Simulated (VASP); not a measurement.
# CuO (Cccm) in VASP: notebook, part 2 of 2

VASP 6.6.1. The steps go on from the part before.

**5. Single point, PBEsol**

File INCAR:

```
SYSTEM = CuO
ALGO = Normal
EDIFF = 1E-7
ENCUT = 520
GGA = PS
ISIF = 2
ISMEAR = 0
LASPH = .True.
LCHARG = .False.
LREAL = .False.
LWAVE = .False.
NBANDS = 25
NELM = 100
PREC = Accurate
SIGMA = 0.1
```

File KPOINTS:

```
k-points
0
Gamma
  10 10 6
  0 0 0
```

File POSCAR:

```
CuO
1.0
    1.9909680000     -2.1535500000      0.0000000000
    1.9909680000      2.1535500000      0.0000000000
    0.0000000000      0.0000000000      5.1559280000
Cu O
2 2
Direct
    0.0000000000      0.5000000000      0.0000000000
    0.5000000000      0.0000000000      0.5000000000
    0.5000000000      0.5000000000      0.2500000000
    0.5000000000      0.5000000000      0.7500000000
```

Potentials or basis: VASP PAW PBE potentials, release 64 (Cu, O).

Command:

```console
cat potpaw_PBE.64/Cu/POTCAR potpaw_PBE.64/O/POTCAR > POTCAR
mpirun -np 1 vasp_std > vasp.out
```

OUTCAR:

```text
SYSTEM = CuO
   EDIFF = 1E-7
   ENCUT = 520
   GGA = PS
   ISIF = 2
   ISMEAR = 0
   LASPH = .True.
   LREAL = .False.
   NELM = 100
   PREC = Accurate

 ion  position               nearest neighbor table
   1  0.000  0.500  0.000-   3 1.95   4 1.95   3 1.95   4 1.95
   2  0.500  0.000  0.500-   3 1.95   4 1.95   3 1.95   4 1.95
   3  0.500  0.500  0.250-   1 1.95   2 1.95   2 1.95   1 1.95
   4  0.500  0.500  0.750-   1 1.95   2 1.95   2 1.95   1 1.95

  LATTYP: Found a base centered orthorhombic cell.
 ALAT       =     3.9819360000
 B/A-ratio  =     1.0816597755
 C/A-ratio  =     1.2948294498

  Lattice vectors:

 A1 = (   1.9909680000,  -2.1535500000,   0.0000000000)
 A2 = (   1.9909680000,   2.1535500000,   0.0000000000)
 A3 = (   0.0000000000,   0.0000000000,   5.1559280000)

Analysis of symmetry for initial positions (statically):
=====================================================================
 Subroutine PRICEL returns:
 Original cell was already a primitive cell.

 Routine SETGRP: Setting up the symmetry group for a
 base centered orthorhombic supercell.

 Subroutine GETGRP returns: Found  8 space group operations
 (whereof  4 operations were pure point group operations)
 out of a pool of  8 trial point group operations.

The static configuration has the point symmetry C_2h.
 The point group associated with its full space group is D_2h.

Analysis of symmetry for dynamics (positions and initial velocities):
=====================================================================
 Subroutine PRICEL returns:
 Original cell was already a primitive cell.

 Routine SETGRP: Setting up the symmetry group for a
 base centered orthorhombic supercell.

 Subroutine GETGRP returns: Found  8 space group operations
 (whereof  4 operations were pure point group operations)
 out of a pool of  8 trial point group operations.

The dynamic configuration has the point symmetry C_2h.
 The point group associated with its full space group is D_2h.

 Subroutine INISYM returns: Found  8 space group operations
 (whereof  4 operations are pure point group operations),
 and found     1 'primitive' translations

----------------------------------------------------------------------------------------

                                     Primitive cell

  volume of cell :      44.2136

  direct lattice vectors                    reciprocal lattice vectors
     1.990968000 -2.153550000  0.000000000     0.251134122 -0.232174781  0.000000000
     1.990968000  2.153550000  0.000000000     0.251134122  0.232174781  0.000000000
     0.000000000  0.000000000  5.155928000     0.000000000  0.000000000  0.193951506

  length of vectors
     2.932870809  2.932870809  5.155928000     0.342013854  0.342013854  0.193951506

  position of ions in fractional coordinates (direct lattice)
     0.000000000  0.500000000  0.000000000
     0.500000000  0.000000000  0.500000000
     0.500000000  0.500000000  0.250000000
     0.500000000  0.500000000  0.750000000

  ion indices of the primitive-cell ions
   primitive index   ion index
                 1           1
                 2           2
                 3           3
                 4           4

----------------------------------------------------------------------------------------

 KPOINTS: k-points

Automatic generation of k-mesh.
 Grid dimensions read from file:
 generate k-points for:   10   10    6

 Generating k-lattice:

  Cartesian coordinates                     Fractional coordinates (reciprocal lattice)
     0.025113412 -0.023217478  0.000000000     0.100000000  0.000000000  0.000000000
     0.025113412  0.023217478  0.000000000     0.000000000  0.100000000  0.000000000
     0.000000000  0.000000000  0.032325251     0.000000000  0.000000000  0.166666667

  Length of vectors
     0.034201385  0.034201385  0.032325251

  Shift w.r.t. Gamma in fractional coordinates (k-lattice)
     0.000000000  0.000000000  0.000000000

 Subroutine IBZKPT returns following result:
 ===========================================

 Found    124 irreducible k-points:

 Following reciprocal coordinates:
            Coordinates               Weight
  0.000000  0.000000  0.000000      1.000000
  0.100000  0.000000  0.000000      4.000000
  0.200000  0.000000  0.000000      4.000000
  0.300000  0.000000  0.000000      4.000000
  0.400000 -0.000000  0.000000      4.000000
  0.500000 -0.000000  0.000000      2.000000
[... 16 lines left out ...]
  0.300000  0.300000  0.000000      2.000000
  0.400000  0.300000  0.000000      4.000000
 [... further k-points ...]
   k-points           NKPTS =    124   k-points in BZ     NKDIM =    124   number of bands    NBANDS=     25
   number of dos      NEDOS =    301   number of ions     NIONS =      4
   total plane-waves  NPLWV =  23040
   dimension x,y,z NGX =    24 NGY =   24 NGZ =   40
   dimension x,y,z NGXF=    48 NGYF=   48 NGZF=   80
   ions per type =               2   2
   NGX,Y,Z   is equivalent  to a cutoff of  13.60, 13.60, 12.90 a.u.
   NGXF,Y,Z  is equivalent  to a cutoff of  27.21, 27.21, 25.79 a.u.
 SYSTEM =  CuO
   PREC   = accura    normal or accurate (medium, high low for compatibility)
   ISTART =      0    job   : 0-new  1-cont  2-samecut
   ICHARG =      2    charge: 1-file 2-atom 10-const
   ISPIN  =      1    spin polarized calculation?
   LNONCOLLINEAR =      F non collinear calculations
   LSORBIT =      F    spin-orbit coupling
   LASPH  =      T    aspherical Exc in radial PAW
   ENCUT  =  520.0 eV  38.22 Ry    6.18 a.u.   5.45  5.45  9.59*2*pi/ulx,y,z
   NELM   =    100;   NELMIN=  2; NELMDL= -5     # of ELM steps
   EDIFF  = 0.1E-06   stopping-criterion for ELM
   LREAL  =      F    real-space projection
   EDIFFG = 0.1E-05   stopping-criterion for IOM
   NSW    =      0    number of steps for IOM
   IBRION =     -1    ionic relax: 0-MD 1-quasi-New 2-CG
   NFREE  =      0    steps in history (QN), initial steepest desc. (CG)
   ISIF   =      2    stress and relaxation
   ISYM   =      2    0-nonsym 1-usesym 2-fastsym
   POTIM  = 0.5000    time-step for ionic-motion
   TEBEG  =    0.0;   TEEND  =   0.0 temperature during run
   PSTRESS=    0.0 pullay stress
   NELECT =      34.0000    total number of electrons
   NUPDOWN=      -1.0000    fix difference up-down
   EMIN   =  10.00;   EMAX   =-10.00  energy-range for DOS
   EFERMI =   0.00;   METHOD = LEGACY
   ISMEAR =     0;   SIGMA  =   0.10  broadening in eV -4-tet -1-fermi 0-gaus
   EFERMI_NEDOS =   21; number of points for ismear=-14 and -15
   IALGO  =     38    algorithm
   IMIX   =      4    mixing-type and parameters
     AMIX     =   0.40;   BMIX     =  1.00
     AMIX_MAG =   1.60;   BMIX_MAG =  1.00
  volume/ion in A,a.u.               =      11.05        74.59
  Fermi-wavevector in a.u.,A,eV,Ry     =   1.499854  2.834314 30.607167  2.249563
  Thomas-Fermi vector in A             =   2.611430
   LORBIT       =      0    0 simple, 1 ext, 2 COOP (PROOUT), +10 PAW based schemes
   GGA     = PS    functional components
   LHFCALC =     F    Hartree Fock is set to
   AEXX    =    0.0000 exact exchange contribution
   IVDW    =     0    specifies the selected vdW correction
   LEPSILON=     F    determine dielectric tensor
   LRPA    =     F    only Hartree local field effects (RPA)
 non-spin polarized calculation
 Gauss-broadening in eV      SIGMA  =   0.10
  energy-cutoff  :      520.00
  volume of cell :       44.21
 maximum number of plane-waves:      1213
 NGX is ok and might be reduce to    24
   NGX = 11   NGY = 11   NGZ = 19

 number of electron      33.9999999 magnetization

 Free energy of the ion-electron system (eV)
  ---------------------------------------------------
  ext. energy  EPLUGINS =         0.00000000
  ---------------------------------------------------
  free energy    TOTEN  =       -21.45333704 eV

  energy without entropy =      -21.44074914  energy(sigma->0) =      -21.44704309

 E-fermi :   4.7438     XC(G=0): -11.6081

 val. band max:        4.7360425080   @ k =  -0.4000   0.2000   0.5000
 cond. band min:       4.7697999228   @ k =   0.2000   0.1000   0.5000
 fundamental gap:      0.0337574148
 Fermi energy:         4.7438226461

 k-point     1 :       0.0000    0.0000    0.0000
  band No.  band energies     occupation
      1     -14.9815      2.00000
      2     -13.6514      2.00000
      3      -3.4247      2.00000
      4      -0.7666      2.00000
      5      -0.6029      2.00000
      6       1.0165      2.00000
[... 17 lines left out ...]
     24      19.2486      0.00000
     25      19.4658      0.00000
[... 621 lines left out ...]
      3      -1.8871      2.00000
      4      -1.6741      2.00000
      5      -1.1793      2.00000
      6      -0.7807      2.00000
[... 17 lines left out ...]
     24      16.0436      0.00000
     25      18.8427      0.00000

 [... further k-points ...]
[... 5 lines left out ...]
  --------------------------------------------------------------------------------------
  -------------------------------------------------------------------------------------
  Total       -1.1500032     -1.5436910     -1.7821127      0.0000000      0.0000000      0.0000000
  in kB      -41.6728826    -55.9390234    -64.5787546      0.0000000      0.0000000      0.0000000
  external PRESSURE =     -54.0635535 kB  Pullay stress =       0.0000000 kB

 VOLUME and BASIS-vectors are now :
 -----------------------------------------------------------------------------
  energy-cutoff  :      520.00
  volume of cell :       44.21
      direct lattice vectors                 reciprocal lattice vectors
     1.990968000 -2.153550000  0.000000000     0.251134122 -0.232174781  0.000000000
     1.990968000  2.153550000  0.000000000     0.251134122  0.232174781  0.000000000
     0.000000000  0.000000000  5.155928000     0.000000000  0.000000000  0.193951506

 POSITION                                       TOTAL-FORCE (eV/Angst)
 -----------------------------------------------------------------------------------
      0.99548      1.07678      0.00000        -0.000000     -0.000000      0.000000
      0.99548     -1.07678      2.57796         0.000000     -0.000000      0.000000
      1.99097      0.00000      1.28898        -0.000000     -0.000000     -0.000000
      1.99097      0.00000      3.86695        -0.000000      0.000000      0.000000
 -----------------------------------------------------------------------------------
    total drift:                                0.000000     -0.000000     -0.000000

  FREE ENERGIE OF THE ION-ELECTRON SYSTEM (eV)
  ---------------------------------------------------
  free  energy   TOTEN  =       -21.4533370417 eV

  energy  without entropy=      -21.4407491424  energy(sigma->0) =      -21.44704309
```

OSZICAR:

```text
N       E                     dE             d eps       ncg     rms          rms(c)
DAV:   1     0.299876796336E+03    0.29988E+03   -0.16307E+04  6528   0.210E+03
DAV:   2     0.115335915606E+02   -0.28834E+03   -0.26540E+03  6383   0.392E+02
DAV:   3    -0.262709622687E+02   -0.37805E+02   -0.35790E+02  7765   0.158E+02
DAV:   4    -0.276101820100E+02   -0.13392E+01   -0.13311E+01  7795   0.315E+01
DAV:   5    -0.276347146754E+02   -0.24533E-01   -0.24521E-01  7968   0.379E+00    0.178E+01
DAV:   6    -0.256203012326E+02    0.20144E+01   -0.40776E+01  8846   0.160E+02    0.143E+01
DAV:   7    -0.214014700025E+02    0.42188E+01   -0.11171E+01  7601   0.118E+02    0.253E+00
DAV:   8    -0.214976754992E+02   -0.96205E-01   -0.15537E+00  6595   0.845E+00    0.164E+00
DAV:   9    -0.214583493439E+02    0.39326E-01   -0.61790E-02  8969   0.570E+00    0.500E-01
DAV:  10    -0.214548828255E+02    0.34665E-02   -0.13296E-02  8446   0.132E+00    0.400E-01
DAV:  11    -0.214533013940E+02    0.15814E-02   -0.73754E-03  9169   0.789E-01    0.646E-02
DAV:  12    -0.214533179186E+02   -0.16525E-04   -0.53007E-04  8691   0.285E-01    0.476E-02
DAV:  13    -0.214533381260E+02   -0.20207E-04   -0.36929E-05  9095   0.704E-02    0.920E-03
DAV:  14    -0.214533373479E+02    0.77815E-06   -0.21005E-06  9751   0.264E-02    0.637E-03
DAV:  15    -0.214533370505E+02    0.29742E-06   -0.23940E-06  9699   0.174E-02    0.809E-04
DAV:  16    -0.214533370417E+02    0.87680E-08   -0.81864E-08  3826   0.333E-03
   1 F= -.21453337E+02 E0= -.21447043E+02  d E =-.125879E-01
```

stdout:

```text
POSCAR found type information on POSCAR CuO
 POSCAR found :  2 types and       4 ions
 scaLAPACK will be used
 -----------------------------------------------------------------------------
|                                                                             |
|                                                                             |
|     You enforced a specific xc type in the INCAR file but a different       |
|     I HOPE YOU KNOW WHAT YOU ARE DOING!                                     |
|                                                                             |
 -----------------------------------------------------------------------------

 LDA part: xc-table for (Slater+PW92), standard interpolation
 POSCAR, INCAR and KPOINTS ok, starting setup
 FFT: planning ... GRIDC
 FFT: planning ... GRID_SOFT
 FFT: planning ... GRID
 WAVECAR not read
 entering main loop
```

Run time: 4.8 min. Hardware: 1 thread of AMD EPYC 7R13, shared host; peak memory 0.21 GiB.

Results:

```
Free energy            : -21.4533 eV
Pressure               : -5.4 GPa
Band gap on the k mesh : zero (band 17 reaches 5.32 eV, above the bottom of band 18 at 4.22 eV)
```

Caveat: the PAW data sets were made with another functional, which shifts forces and pressure a little; semilocal functionals often make such compounds metallic where correlation or magnetic order opens a gap, which also shifts bond lengths. With open d or f shells a metallic result of PBEsol can be an artefact of self-interaction; +U or a hybrid may open a gap.

**6. The runs side by side**

| k mesh | gap on the mesh (eV) | pressure (GPa) |
| --- | --- | --- |
| 4 × 4 × 4 | none | -5.5 |
| 6 × 6 × 4 | none | -5.4 |
| 8 × 8 × 4 | none | -5.4 |
| 10 × 10 × 6 | none | -5.4 |

Alike in all rows: task single point; level PBEsol; potentials or basis VASP PAW PBE potentials, release 64 (Cu, O); no spin polarisation; cell as given; cutoff (eV) 520; smearing gaussian 0.1 eV.

Caveats: some runs use coarse meshes; the PAW data sets were made with another functional, which shifts forces and pressure a little; semilocal functionals often make such compounds metallic where correlation or magnetic order opens a gap, which also shifts bond lengths.

Absolute energies hang on the potentials; compare differences alone.
